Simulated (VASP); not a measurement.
# MgO (I4/mmm) in VASP: a series of runs, part 2 of 2

VASP 6.6.1.

### Step 3. Single point, PBEsol

This run uses another cell than the first one, of the same volume but with other edges.

Contents of INCAR:

```
SYSTEM = MgO
PREC     = Accurate       ! precision mode
ENCUT    = 520            ! plane-wave cutoff, eV
EDIFF    = 1E-6           ! SCF threshold, eV
ISMEAR   = 0              ! smearing method
SIGMA    = 0.05           ! smearing width, eV
LREAL    = .FALSE.        ! projectors in reciprocal space
LASPH    = .TRUE.         ! aspherical terms in the spheres
NELM     = 100            ! most SCF steps
ALGO     = Normal         ! electronic algorithm
ISIF     = 2              ! what is computed and relaxed
LWAVE    = .FALSE.        ! write WAVECAR
LCHARG   = .FALSE.        ! write CHGCAR
GGA      = PS             ! functional
NBANDS   = 11             ! bands
```

Contents of KPOINTS:

```
regular mesh
0
G
  10 10 10
  0 0 0
```

Contents of POSCAR:

```
MgO
1.0
    0.0000000000      1.9563532374      2.5432592086
    1.9563532374      0.0000000000      2.5432592086
    1.9563532374      1.9563532374      0.0000000000
Mg O
1 1
Direct
    0.0000000000      0.0000000000      0.0000000000
    0.5000000000      0.5000000000      0.5000000000
```

Potentials or basis: VASP PAW PBE potentials, release 64 (Mg, O).

Command:

```
> cat potpaw_PBE.64/Mg/POTCAR potpaw_PBE.64/O/POTCAR > POTCAR
> mpirun -np 1 vasp_std > vasp.out
```

OUTCAR:

```text
SYSTEM = MgO
   PREC = Accurate
   ENCUT = 520
   EDIFF = 1E-6
   ISMEAR = 0
   LREAL = .FALSE.
   LASPH = .TRUE.
   NELM = 100
   ISIF = 2
   GGA = PS

 ion  position               nearest neighbor table
   1  0.000  0.000  0.000-   2 1.96   2 1.96   2 1.96   2 1.96   2 2.54   2 2.54
   2  0.500  0.500  0.500-   1 1.96   1 1.96   1 1.96   1 1.96   1 2.54   1 2.54

  LATTYP: Found a body centered tetragonal cell.
 ALAT       =     2.7667012811
 C/A-ratio  =     1.8384776311

  Lattice vectors:

 A1 = (  -1.9563532374,   0.0000000000,   2.5432592086)
 A2 = (   1.9563532374,   0.0000000000,   2.5432592086)
 A3 = (   0.0000000000,   1.9563532374,  -2.5432592086)

Analysis of symmetry for initial positions (statically):
=====================================================================
 Subroutine PRICEL returns:
 Original cell was already a primitive cell.

 Routine SETGRP: Setting up the symmetry group for a
 body centered tetragonal supercell.

 Subroutine GETGRP returns: Found 16 space group operations
 (whereof 16 operations were pure point group operations)
 out of a pool of 16 trial point group operations.

The static configuration has the point symmetry D_4h.

Analysis of symmetry for dynamics (positions and initial velocities):
[... 172 lines left out ...]
      5       6.5587      0.00000
      6      16.9372      0.00000
      7      19.8075      0.00000
      8      19.8075      0.00000
      9      21.0000      0.00000
     10      21.6194      0.00000
     11      22.7484      0.00000
[... 309 lines left out ...]
 k-point    24 :       0.4000    0.3000    0.0000
  band No.  band energies     occupation
      1     -13.7051      2.00000
      2      -0.9775      2.00000
      3       1.7483      2.00000
      4       2.1437      2.00000
      5      11.4790      0.00000
      6      14.2177      0.00000
      7      14.8479      0.00000
      8      21.9916      0.00000
      9      22.4973      0.00000
     10      27.8025      0.00000
     11      29.1863      0.00000

 [... further k-points ...]

------------------------ aborting loop because EDIFF is reached ----------------------------------------

  FORCE on cell =-STRESS in cart. coord.  units (eV):
  Direction    XX          YY          ZZ          XY          YZ          ZX
  --------------------------------------------------------------------------------------
  -------------------------------------------------------------------------------------
  Total        2.8921662      2.8921662     -1.5398054      0.0000000      0.0000000      0.0000000
  in kB      238.0228519    238.0228519   -126.7246964      0.0000000      0.0000000      0.0000000
  external PRESSURE =     116.4403358 kB  Pullay stress =       0.0000000 kB

 VOLUME and BASIS-vectors are now :
 -----------------------------------------------------------------------------
  energy-cutoff  :      520.00
  volume of cell :       19.47
      direct lattice vectors                 reciprocal lattice vectors
     0.000000000  1.956353237  2.543259209    -0.255577567  0.255577567  0.196598128
     1.956353237  0.000000000  2.543259209     0.255577567 -0.255577567  0.196598128
     1.956353237  1.956353237  0.000000000     0.255577567  0.255577567 -0.196598128

 POSITION                                       TOTAL-FORCE (eV/Angst)
 -----------------------------------------------------------------------------------
      0.00000      0.00000      0.00000        -0.000000      0.000000      0.000000
      1.95635      1.95635      2.54326         0.000000     -0.000000      0.000000
 -----------------------------------------------------------------------------------
    total drift:                               -0.000000     -0.000000      0.000000

  FREE ENERGIE OF THE ION-ELECTRON SYSTEM (eV)
  ---------------------------------------------------
  free  energy   TOTEN  =       -12.1156154480 eV

  energy  without entropy=      -12.1156154480  energy(sigma->0) =      -12.11561545
```

stdout:

```text
POSCAR found type information on POSCAR MgO
 POSCAR found :  2 types and       2 ions
 scaLAPACK will be used
 -----------------------------------------------------------------------------
|                                                                             |
|                                                                             |
|     You enforced a specific xc type in the INCAR file but a different       |
|     I HOPE YOU KNOW WHAT YOU ARE DOING!                                     |
|                                                                             |
 -----------------------------------------------------------------------------

 LDA part: xc-table for (Slater+PW92), standard interpolation
 POSCAR, INCAR and KPOINTS ok, starting setup
 FFT: planning ... GRIDC
 FFT: planning ... GRID_SOFT
 FFT: planning ... GRID
 WAVECAR not read
 entering main loop
```

Run time: 12 s. Hardware: 1 thread of Intel Xeon Platinum 8375C at 2.90GHz (Ice Lake), shared host; peak memory 0.15 GiB.

Results:

| Item | Value |
| --- | --- |
| Free energy | -12.1156 eV |
| Pressure | 11.6 GPa |
| Band gap on the k mesh | 3.98 eV, direct |

Stress tensor (GPa, compression positive):
```
 23.80   0.00   0.00
  0.00  23.80   0.00
  0.00   0.00 -12.67
```

Caveat: the PAW data sets were made with another functional, which shifts forces and pressure a little.

### Step 4. Single point, PBEsol

This run uses another cell than the first one, of the same volume but with other edges.

Contents of INCAR:

```
ALGO = Normal
EDIFF = 1E-6
ENCUT = 520
GGA = PS
ISIF = 2
ISMEAR = 0
LASPH = T
LCHARG = F
LREAL = F
LWAVE = F
NBANDS = 11
NELM = 60
PREC = Accurate
SIGMA = 0.05
```

Contents of KPOINTS:

```
k-points
0
Gamma
  10 10 10
```

Contents of POSCAR:

```
MgO
1.0
    0.0000000000      2.1953264755      2.0197003575
    2.1953264755      0.0000000000      2.0197003575
    2.1953264755      2.1953264755      0.0000000000
Mg O
1 1
Direct
    0.0000000000      0.0000000000      0.0000000000
    0.5000000000      0.5000000000      0.5000000000
```

Command:

```
> cat potpaw_PBE.64/Mg/POTCAR potpaw_PBE.64/O/POTCAR > POTCAR
> mpirun -np 1 vasp_std > vasp.out
```

Wall time 13 s (1 thread of Intel Xeon Platinum 8375C at 2.90GHz (Ice Lake), shared host); peak memory 0.15 GiB.

It converged, with:

```yaml
Free_energy: -12.4458 eV
Pressure: -4.1 GPa
Band_gap_on_the_k_mesh: 4.15 eV, direct
```

Stress tensor (GPa, compression positive):
```
-9.54  0.00  0.00
 0.00 -9.54  0.00
 0.00  0.00  6.64
```

Levels at points of the mesh, in eV from the valence-band top:
| k point | band 1 | band 2 | band 3 | band 4 | band 5 | band 6 | band 7 | band 8 |
| --- | --- | --- | --- | --- | --- | --- | --- | --- |
| (0.00, 0.00, 0.00) | -17.07 | -0.22 | 0.00 | 0.00 | 4.15 | 15.14 | 15.14 | 15.99 |
| (0.50, 0.00, 0.00) | -15.86 | -4.56 | -0.77 | -0.63 | 7.39 | 11.93 | 14.85 | 16.82 |
| (0.50, 0.50, 0.00) | -15.49 | -3.83 | -1.60 | -1.60 | 8.27 | 9.44 | 13.21 | 17.56 |
| (0.50, 0.00, 0.50) | -15.69 | -4.13 | -1.50 | -1.00 | 9.17 | 9.44 | 12.11 | 17.77 |

Caveat: the PAW data sets were made with another functional, which shifts forces and pressure a little.

### Step 5. The runs side by side

| cell | gap on the mesh (eV) | pressure (GPa) |
| --- | --- | --- |
| a = 2.942, b = 2.942, c = 3.280 Å, angles 56.1, 56.1, 67.8°, 2 atoms | 3.79 | 16.0 |
| a = 3.209, b = 3.209, c = 2.767 Å, angles 64.5, 64.5, 51.1°, 2 atoms | 3.98 | 11.6 |
| a = 2.983, b = 2.983, c = 3.105 Å, angles 58.6, 58.6, 62.7°, 2 atoms | 4.15 | -4.1 |

Alike in all rows: task single point; level PBEsol; potentials or basis VASP PAW PBE potentials, release 64 (Mg, O); no spin polarisation; k mesh 10 × 10 × 10; cutoff (eV) 520; smearing gaussian 0.05 eV.

Caveats: the PAW data sets were made with another functional, which shifts forces and pressure a little.

Total energies depend on the potentials used, so only differences within one code and one set of settings carry meaning.
